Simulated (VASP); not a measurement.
**KF: single point with PBE**

The system is KF.

```
CELL_PARAMETERS angstrom
0.00000 2.65896 2.65896
2.65896 0.00000 2.65896
2.65896 2.65896 0.00000
ATOMIC_POSITIONS crystal
K 0.00000 0.00000 0.00000
F 0.50000 0.50000 0.50000
```

| Item | Value |
| --- | --- |
| Program | VASP 6.6.1 |
| Task | single point |
| Functional | PBE |
| Potentials or basis | VASP PAW PBE potentials, release 64 (K_sv, F) |
| Cutoff | 520 eV |
| k mesh | 8 × 8 × 8 |
| Occupations | gaussian, width 0.01 eV |
| Spin | no spin polarisation |
| Dipole correction | no |
| Further INCAR settings | ALGO = Normal; EDIFF = 1e-07; NBANDS = 15 |

```
Pressure               : 2.0 GPa
Band gap on the k mesh : 6.24 eV, direct
```

Levels at points of the mesh, in eV from the valence-band top:
| k point | band 6 | band 7 | band 8 | band 9 | band 10 | band 11 |
| --- | --- | --- | --- | --- | --- | --- |
| (0.00, 0.00, 0.00) | 0.00 | 0.00 | 0.00 | 6.24 | 10.72 | 10.72 |
| (0.50, 0.00, 0.00) | -0.81 | -0.36 | -0.36 | 9.13 | 10.71 | 12.14 |
| (0.50, 0.50, 0.00) | -0.21 | -0.05 | -0.05 | 8.21 | 10.38 | 11.93 |

It took 18 s on 1 thread of Intel(R) Xeon(R) Platinum 8259CL CPU @ 2.50GHz (Skylake/Cascade Lake), on a shared host, peak memory 0.16 GiB.

A k mesh can miss the band edges.
